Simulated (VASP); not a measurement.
Runs of VASP 6.6.1 on Pt. The structure is cubic, space group Fm-3m (No. 225). Conventional cell: a = 3.922 Å, b = 3.922 Å, c = 3.922 Å, α = 90.00°, β = 90.00°, γ = 90.00°. Within 3.7 Å of Pt (site symmetry m-3m) lie 12 Pt at 2.77 Å. 

| level | potentials or basis | k mesh | gap on the mesh (eV) | pressure (GPa) |
| --- | --- | --- | --- | --- |
| PBEsol | VASP PAW PBE potentials, release 64 (Pt) | 3 × 3 × 3 | none | -3.9 |
| r2SCAN | VASP PAW PBE potentials, release 64 (Pt) | 7 × 7 × 7 | none | 4.6 |
| PBEsol | VASP PAW PBE potentials, release 64 (Pt) | 7 × 7 × 7 | none | (a) |
| LDA | VASP PAW LDA potentials, release 64 (Pt) | 7 × 7 × 7 | none | -5.6 |

Alike in all rows: task electric field gradients; no spin polarisation; cell as given; cutoff (eV) 520; smearing fermi-dirac 0.05 eV.

**Question.** Fill in the values left out.

**Answer.** (a) -1.3.

Caveats: some runs use coarse meshes; spin-orbit coupling is left out, which moves the levels of the heavy elements; the PAW data sets were made with another functional, which shifts forces and pressure a little (at least some runs); the cell stands under pressure (at least some runs); the cell stands under tension (at least some runs).

A k mesh can miss the band edges, and the runs leave out spin-orbit coupling on Pt.

A gap of «none» marks levels without a gap at the run's occupations.
